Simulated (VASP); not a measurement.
# ZnS (F-43m) in VASP: notebook

The runs below take ZnS through relaxation of cell and atoms, single point, with PBEsol, PBE0.

All numbers are computed with VASP 6.6.1; they aren't measurements. Logs are shortened: lines on timing, memory, paths and dates and some standing lists are left out, and cuts for length are marked.

**What was measured.**

“Electronic, vibrational, and thermodynamic properties of ZnS (zincblende and rocksalt structure)”, 2009, arxiv:0911.5022 quotes, for a bulk crystal of ZnS at 19 K: band gap 3.85 eV (direct).

How close the calculation comes is told below.

## (1) The cell of the first run

Symmetry: F-43m, No. 216, cubic system. Conventional cell: a = 5.404 Å, b = 5.404 Å, c = 5.404 Å, α = 90.00°, β = 90.00°, γ = 90.00°. Within 3.1 Å of Zn (site symmetry -43m) lie 4 S at 2.34 Å. S (site symmetry -43m) has 4 Zn at 2.34 Å within 3.1 Å.

## (2) Relaxation of cell and atoms, PBEsol, target pressure 20 GPa, at which the enthalpy is minimised

Input file INCAR:

```
SYSTEM = ZnS
  PREC = Accurate
  ENCUT = 500
  EDIFF = 1E-7
  ISMEAR = -1
  SIGMA = 0.05
  LREAL = .FALSE.
  LASPH = .TRUE.
  NELM = 120
  ALGO = Normal
  ISIF = 3
  LWAVE = .FALSE.
  LCHARG = .FALSE.
  GGA = PS
  IBRION = 2
  NSW = 60
  EDIFFG = -0.01
  PSTRESS = 200.0
  GGA_COMPAT = .FALSE.
  NELMIN = 4
```

Input file KPOINTS:

```
regular mesh
0
G
  9 9 9
  0 0 0
```

Input file POSCAR:

```
ZnS
1.0
    0.0000000000      2.7020000000      2.7020000000
    2.7020000000      0.0000000000      2.7020000000
    2.7020000000      2.7020000000      0.0000000000
Zn S
1 1
Direct
    0.7500000000      0.7500000000      0.7500000000
    0.0000000000      0.0000000000      0.0000000000
```

Potentials or basis: VASP PAW PBE potentials, release 64 (Zn, S).

On the command line:

```sh
$ cat potpaw_PBE.64/Zn/POTCAR potpaw_PBE.64/S/POTCAR > POTCAR
$ mpirun -np 1 vasp_std > vasp.out
```

OUTCAR:

```text
SYSTEM = ZnS
   PREC = Accurate
   ENCUT = 500
   EDIFF = 1E-7
   ISMEAR = -1
   LREAL = .FALSE.
   LASPH = .TRUE.
   NELM = 120
   ISIF = 3
   GGA = PS
   IBRION = 2
   NSW = 60
   EDIFFG = -0.01
   PSTRESS = 200.0
   NELMIN = 4

 ion  position               nearest neighbor table
   1  0.750  0.750  0.750-   2 2.34   2 2.34   2 2.34   2 2.34
   2  0.000  0.000  0.000-   1 2.34   1 2.34   1 2.34   1 2.34

  LATTYP: Found a face centered cubic cell.
 ALAT       =     5.4040000000

  Lattice vectors:

 A1 = (   0.0000000000,   2.7020000000,   2.7020000000)
 A2 = (   2.7020000000,   0.0000000000,   2.7020000000)
 A3 = (   2.7020000000,   2.7020000000,   0.0000000000)

Analysis of symmetry for initial positions (statically):
=====================================================================
 Subroutine PRICEL returns:
 Original cell was already a primitive cell.

 Routine SETGRP: Setting up the symmetry group for a
 face centered cubic supercell.

 Subroutine GETGRP returns: Found 24 space group operations
 (whereof 24 operations were pure point group operations)
 out of a pool of 48 trial point group operations.

The static configuration has the point symmetry T_d .

Analysis of symmetry for dynamics (positions and initial velocities):
=====================================================================
 Subroutine PRICEL returns:
 Original cell was already a primitive cell.

 Routine SETGRP: Setting up the symmetry group for a
 face centered cubic supercell.

 Subroutine GETGRP returns: Found 24 space group operations
 (whereof 24 operations were pure point group operations)
 out of a pool of 48 trial point group operations.

The dynamic configuration has the point symmetry T_d .

 Subroutine INISYM returns: Found 24 space group operations
 (whereof 24 operations are pure point group operations),
 and found     1 'primitive' translations

----------------------------------------------------------------------------------------

                                     Primitive cell

  volume of cell :      39.4535

  direct lattice vectors                    reciprocal lattice vectors
     0.000000000  2.702000000  2.702000000    -0.185048113  0.185048113  0.185048113
     2.702000000  0.000000000  2.702000000     0.185048113 -0.185048113  0.185048113
     2.702000000  2.702000000  0.000000000     0.185048113  0.185048113 -0.185048113

  length of vectors
     3.821205046  3.821205046  3.821205046     0.320512733  0.320512733  0.320512733

  position of ions in fractional coordinates (direct lattice)
     0.750000000  0.750000000  0.750000000
     0.000000000  0.000000000  0.000000000

  ion indices of the primitive-cell ions
   primitive index   ion index
                 1           1
                 2           2

----------------------------------------------------------------------------------------

 KPOINTS: regular mesh

Automatic generation of k-mesh.
 Grid dimensions read from file:
 generate k-points for:    9    9    9

 Generating k-lattice:

  Cartesian coordinates                     Fractional coordinates (reciprocal lattice)
    -0.020560901  0.020560901  0.020560901     0.111111111  0.000000000  0.000000000
     0.020560901 -0.020560901  0.020560901     0.000000000  0.111111111  0.000000000
     0.020560901  0.020560901 -0.020560901     0.000000000  0.000000000  0.111111111

  Length of vectors
     0.035612526  0.035612526  0.035612526

  Shift w.r.t. Gamma in fractional coordinates (k-lattice)
     0.000000000  0.000000000  0.000000000

 Subroutine IBZKPT returns following result:
 ===========================================

 Found     35 irreducible k-points:

 Following reciprocal coordinates:
            Coordinates               Weight
  0.000000  0.000000  0.000000      1.000000
  0.111111  0.000000  0.000000      8.000000
  0.222222  0.000000  0.000000      8.000000
  0.333333  0.000000  0.000000      8.000000
  0.444444  0.000000  0.000000      8.000000
  0.111111  0.111111  0.000000      6.000000
[... 16 lines left out ...]
 -0.333333  0.333333  0.000000     12.000000
  0.444444  0.444444  0.000000      6.000000
 [... further k-points ...]
   k-points           NKPTS =     35   k-points in BZ     NKDIM =     35   number of bands    NBANDS=     13
   number of dos      NEDOS =    301   number of ions     NIONS =      2
   total plane-waves  NPLWV =  21952
   dimension x,y,z NGX =    28 NGY =   28 NGZ =   28
   dimension x,y,z NGXF=    56 NGYF=   56 NGZF=   56
   ions per type =               1   1
   NGX,Y,Z   is equivalent  to a cutoff of  12.18, 12.18, 12.18 a.u.
   NGXF,Y,Z  is equivalent  to a cutoff of  24.36, 24.36, 24.36 a.u.
 SYSTEM =  ZnS
   PREC   = accura    normal or accurate (medium, high low for compatibility)
   ISTART =      0    job   : 0-new  1-cont  2-samecut
   ICHARG =      2    charge: 1-file 2-atom 10-const
   ISPIN  =      1    spin polarized calculation?
   LNONCOLLINEAR =      F non collinear calculations
   LSORBIT =      F    spin-orbit coupling
   LASPH  =      T    aspherical Exc in radial PAW
   ENCUT  =  500.0 eV  36.75 Ry    6.06 a.u.   6.97  6.97  6.97*2*pi/ulx,y,z
   NELM   =    120;   NELMIN=  4; NELMDL= -5     # of ELM steps
   EDIFF  = 0.1E-06   stopping-criterion for ELM
   LREAL  =      F    real-space projection
   EDIFFG = -.1E-01   stopping-criterion for IOM
   NSW    =     60    number of steps for IOM
   IBRION =      2    ionic relax: 0-MD 1-quasi-New 2-CG
   NFREE  =      1    steps in history (QN), initial steepest desc. (CG)
   ISIF   =      3    stress and relaxation
   ISYM   =      2    0-nonsym 1-usesym 2-fastsym
   POTIM  = 0.5000    time-step for ionic-motion
   TEBEG  =    0.0;   TEEND  =   0.0 temperature during run
   PSTRESS=  200.0 pullay stress
   NELECT =      18.0000    total number of electrons
   NUPDOWN=      -1.0000    fix difference up-down
   EMIN   =  10.00;   EMAX   =-10.00  energy-range for DOS
   EFERMI =   0.00;   METHOD = LEGACY
   ISMEAR =    -1;   SIGMA  =   0.05  broadening in eV -4-tet -1-fermi 0-gaus
   EFERMI_NEDOS =   21; number of points for ismear=-14 and -15
   IALGO  =     38    algorithm
   IMIX   =      4    mixing-type and parameters
     AMIX     =   0.40;   BMIX     =  1.00
     AMIX_MAG =   1.60;   BMIX_MAG =  1.00
  volume/ion in A,a.u.               =      19.73       133.12
  Fermi-wavevector in a.u.,A,eV,Ry     =   1.260290  2.381602 21.610537  1.588330
  Thomas-Fermi vector in A             =   2.393807
   LORBIT       =      0    0 simple, 1 ext, 2 COOP (PROOUT), +10 PAW based schemes
   GGA     = PS    functional components
   LHFCALC =     F    Hartree Fock is set to
   AEXX    =    0.0000 exact exchange contribution
   IVDW    =     0    specifies the selected vdW correction
   LEPSILON=     F    determine dielectric tensor
   LRPA    =     F    only Hartree local field effects (RPA)
 conjugate gradient relaxation of ions
 non-spin polarized calculation
  energy-cutoff  :      500.00
  volume of cell :       39.45
 maximum number of plane-waves:      1018
   NGX = 13   NGY = 13   NGZ = 13

--------------------------------------- Ionic step        1  -------------------------------------------

 number of electron      18.0000000 magnetization

 Free energy of the ion-electron system (eV)
  ---------------------------------------------------
  ext. energy  EPLUGINS =         0.00000000
  ---------------------------------------------------
  free energy    TOTEN  =        -7.58356452 eV

  energy without entropy =       -7.58356452  energy(sigma->0) =       -7.58356452

 E-fermi :   2.9700     XC(G=0):  -9.8498

 val. band max:        2.0130786290   @ k =   0.0000   0.0000   0.0000
 cond. band min:       3.9909546066   @ k =   0.0000   0.0000   0.0000
 fundamental gap:      1.9778759776
 Fermi energy:         2.9700027932

 k-point     1 :       0.0000    0.0000    0.0000
  band No.  band energies     occupation
      1     -11.1419      2.00000
      2      -4.3579      2.00000
      3      -4.3579      2.00000
      4      -4.3579      2.00000
      5      -3.8585      2.00000
      6      -3.8585      2.00000
      7       2.0131      2.00000
      8       2.0131      2.00000
      9       2.0131      2.00000
     10       3.9910      0.00000
     11       8.3212      0.00000
     12       8.3212      0.00000
     13       8.3212      0.00000
[... 980 lines left out ...]
  FREE ENERGIE OF THE ION-ELECTRON SYSTEM (eV)
  ---------------------------------------------------
  free  energy   TOTEN  =        -7.2723681826 eV

  energy  without entropy=       -7.2723681826  energy(sigma->0) =       -7.27236818

  enthalpy is  TOTEN    =        -3.2181299230 eV   P V=        4.0542382596

--------------------------------------- Ionic step        7  -------------------------------------------

 number of electron      18.0000013 magnetization

 Free energy of the ion-electron system (eV)
  ---------------------------------------------------
  ext. energy  EPLUGINS =         0.00000000
  ---------------------------------------------------
  free energy    TOTEN  =        -7.26213749 eV

  energy without entropy =       -7.26213749  energy(sigma->0) =       -7.26213749

 E-fermi :   5.1057     XC(G=0): -10.8046

 val. band max:        4.0875805145   @ k =   0.0000   0.0000   0.0000
 cond. band min:       6.8799370790   @ k =   0.4444   0.4444   0.0000
 fundamental gap:      2.7923565646
 Fermi energy:         5.1057271448

 k-point     1 :       0.0000    0.0000    0.0000
  band No.  band energies     occupation
      1     -10.6650      2.00000
      2      -3.3167      2.00000
      3      -3.3167      2.00000
      4      -3.3167      2.00000
      5      -2.5589      2.00000
      6      -2.5589      2.00000
      7       4.0876      2.00000
      8       4.0876      2.00000
      9       4.0876      2.00000
     10       6.9613      0.00000
     11      10.1638      0.00000
     12      10.1638      0.00000
     13      10.1638      0.00000
[... 390 lines left out ...]
 POSITION                                       TOTAL-FORCE (eV/Angst)
 -----------------------------------------------------------------------------------
      3.79526      3.79526      3.79526        -0.000000     -0.000000     -0.000000
      0.00000      0.00000     -0.00000         0.000000      0.000000      0.000000
 -----------------------------------------------------------------------------------
    total drift:                                0.000001      0.000001      0.000002

  FREE ENERGIE OF THE ION-ELECTRON SYSTEM (eV)
  ---------------------------------------------------
  free  energy   TOTEN  =        -7.2621374871 eV

  energy  without entropy=       -7.2621374871  energy(sigma->0) =       -7.26213749

  enthalpy is  TOTEN    =        -3.2182328978 eV   P V=        4.0439045893

 reached required accuracy - stopping structural energy minimisation
```

Run time: 2 min. Hardware: 1 thread of AMD EPYC 7R13, shared host; peak memory 0.14 GiB.

Results:

```
Free energy                                                : -7.2621 eV
Relaxed volume                                             : 16.20 Å³/atom
Relaxed cell                                               : a = 3.578 Å, b = 3.578 Å, c = 3.578 Å, α = 60.00°, β = 60.00°, γ = 60.00°
Space group after relaxing (to 0.1 Å)                      : F-43m (No. 216)
Energy change on relaxing (the run minimises the enthalpy) : +160.7 meV/atom
Ionic steps                                                : 7
Pressure after relaxing                                    : 20.0 GPa
Band gap on the k mesh                                     : 2.79 eV (least direct gap 2.87 eV)
```

The path:
```csv
step,energy change (eV),largest force (eV/Å),pressure (GPa),volume (Å³)
1,0.0000,0.0000,-1.80,39.45
2,2.0060,0.0000,73.64,26.03
3,0.2848,0.0000,18.51,32.70
4,0.3136,0.0000,19.69,32.46
5,0.3299,0.0000,20.35,32.33
6,0.3112,0.0000,19.60,32.48
7,0.3214,0.0000,20.02,32.40
```

Final structure:
```
Zn S
1.0
     0.00000    2.53017    2.53017
     2.53017    0.00000    2.53017
     2.53017    2.53017    0.00000
Zn S
1 1
Direct
  0.75000 0.75000 0.75000
  0.00000 0.00000 0.00000
```

Caveat: the cell is relaxed towards a set pressure, so the run minimises the enthalpy, not the energy; the volume moved by over 15 % at a fixed basis, so the end points are rough; the PAW data sets were made with another functional, which shifts forces and pressure a little; an odd mesh through Γ misses points on the zone boundary, where band edges can lie.

(Part 1 of 3 ends here.)
